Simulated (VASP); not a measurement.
Wanted: the native input for a VASP 6.6.1 run.

```
Task                   : single point
Functional             : PBE
Potentials or basis    : VASP PAW PBE potentials, release 64 (Zr_sv, Ga_d, H)
Cutoff                 : 520 eV
k mesh                 : 10 × 10 × 10
Occupations            : gaussian, width 0.1 eV
Spin                   : no spin polarisation
Dipole correction      : no
Further INCAR settings : ALGO = Normal; EDIFF = 1e-07; NBANDS = 24
```

The structure of ZrGaH4 lies in POSCAR:

```
ZrGaH4
1.0
    3.5553326753      0.0000000000      0.0000000000
    0.0000000000      3.5553326753      0.0000000000
    0.0000000000      0.0000000000      4.2002897084
Zr Ga H
1 1 4
Direct
    0.5000000000      0.5000000000      0.5000000000
    0.0000000000      0.0000000000      0.0000000000
    0.5000000000      0.0000000000      0.2518793344
    0.0000000000      0.5000000000      0.7481206656
    0.5000000000      0.0000000000      0.7481206656
    0.0000000000      0.5000000000      0.2518793344
```

These files were run (other wordings do the same):

INCAR

```
  PREC = Accurate
  ENCUT = 520
  EDIFF = 1E-7
  ISMEAR = 0
  SIGMA = 0.1
  LREAL = F
  LASPH = T
  NELM = 100
  ALGO = Normal
  ISIF = 2
  LWAVE = F
  LCHARG = F
  GGA = PE
  NBANDS = 24
```

KPOINTS

```
Automatic mesh
0
Gamma
  10 10 10
```

Potentials or basis: VASP PAW PBE potentials, release 64 (Zr_sv, Ga_d, H).

Launch:

```console
$ cat potpaw_PBE.64/Zr_sv/POTCAR potpaw_PBE.64/Ga_d/POTCAR potpaw_PBE.64/H/POTCAR > POTCAR
$ mpirun -np 1 vasp_std > vasp.out
```

Results of the run:

```yaml
Pressure: 0.0 GPa
```

It took 88 s on 1 thread of Intel(R) Xeon(R) Platinum 8488C (Sapphire Rapids), on a shared host, peak memory 0.28 GiB.
